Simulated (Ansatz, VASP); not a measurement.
# One calculation of Zr3SiO, two programs

```
CELL_PARAMETERS angstrom
4.36123 0.00000 0.00000
0.00000 4.36123 0.00000
0.00000 0.00000 6.67498
ATOMIC_POSITIONS crystal
Zr 0.00000 0.50000 0.89456
Zr 0.50000 0.00000 0.89456
Zr 0.00000 0.00000 0.53684
Si 0.00000 0.00000 0.14018
O 0.50000 0.50000 0.89386
```

Change from the starting cell: species swapped into the BaTiO3 type (P4mm, No. 99).

Alike in both runs: functional PBE; k mesh 10 × 10 × 6; occupations gaussian, width 0.1 eV; no spin polarisation.

Ansatz relaxed the structure, and its values are those at the end. VASP's run is a single point on that final structure, the one shown.

```csv
,VASP,Ansatz
version,VASP 6.6.1,Ansatz 0.2.0
potentials or method,"VASP PAW PBE potentials, release 64 (Zr_sv, Si, O), cutoff 520 eV","scalar-relativistic, plane waves, PAW"
valence electrons in the cell,46,46
```

```tsv
	VASP	Ansatz	Ansatz less VASP
gap on the k mesh at the Fermi level (eV)	none	none	-
pressure (GPa)	0.0	0.0	-0.04
```

A gap of «none» marks a metal or a gap that the smearing closes.
